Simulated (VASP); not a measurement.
A run of VASP 6.6.1 is set up as follows.

The input POSCAR:

```
Al2Au
1.0
    0.0000000000      3.0000000000      3.0000000000
    3.0000000000      0.0000000000      3.0000000000
    3.0000000000      3.0000000000      0.0000000000
Au Al
1 2
Direct
    0.0000000000      0.0000000000      0.0000000000
    0.7500000000      0.7500000000      0.7500000000
    0.2500000000      0.2500000000      0.2500000000
```

File INCAR.step1:

```
SYSTEM = Al2Au
PREC = Accurate ; ENCUT = 520
EDIFF = 1E-5 ; ISMEAR = -1
SIGMA = 0.05 ; LREAL = .FALSE.
LASPH = .TRUE. ; NELM = 80
ALGO = Normal ; ISIF = 2
LWAVE = .TRUE. ; NBANDS = 16
GGA = PE
```

The input INCAR.step2:

```
SYSTEM = Al2Au
PREC = Accurate ; ENCUT = 520
EDIFF = 1E-6 ; ISMEAR = -1
SIGMA = 0.05 ; LREAL = .FALSE.
LASPH = .TRUE. ; NELM = 80
ALGO = Normal ; ISIF = 2
LWAVE = .FALSE. ; LCHARG = .TRUE.
GGA = PE ; LHFCALC = .TRUE.
AEXX = 0.25 ; PRECFOCK = Normal
LELF = .TRUE. ; LVHAR = .TRUE.
NBANDS = 16 ; ISTART = 1
```

File KPOINTS:

```
Automatic mesh
0
G
  4 4 4
  0 0 0
```

Potentials or basis: VASP PAW PBE potentials, release 64 (Au, Al).

Launch:

```console
$ cat potpaw_PBE.64/Au/POTCAR potpaw_PBE.64/Al/POTCAR > POTCAR
$ cp INCAR.step1 INCAR
$ mpirun -np 1 vasp_std > vasp.out
$ cp INCAR.step2 INCAR
$ mpirun -np 1 vasp_std > vasp.out
```

Task: What does it give for the band gap on the k mesh?

Result: Zero (an odd number of electrons rules out a gap without spin polarisation).

Task: What does it give for the pressure?

Result: -0.2 GPa.

Caveat: the k points lie up to 0.45 Å⁻¹ apart, too coarse for converged energies and pressures of a metal; the PAW data sets were made with another functional, which shifts forces and pressure a little; spin-orbit coupling is left out, which moves the levels of the heavy elements.
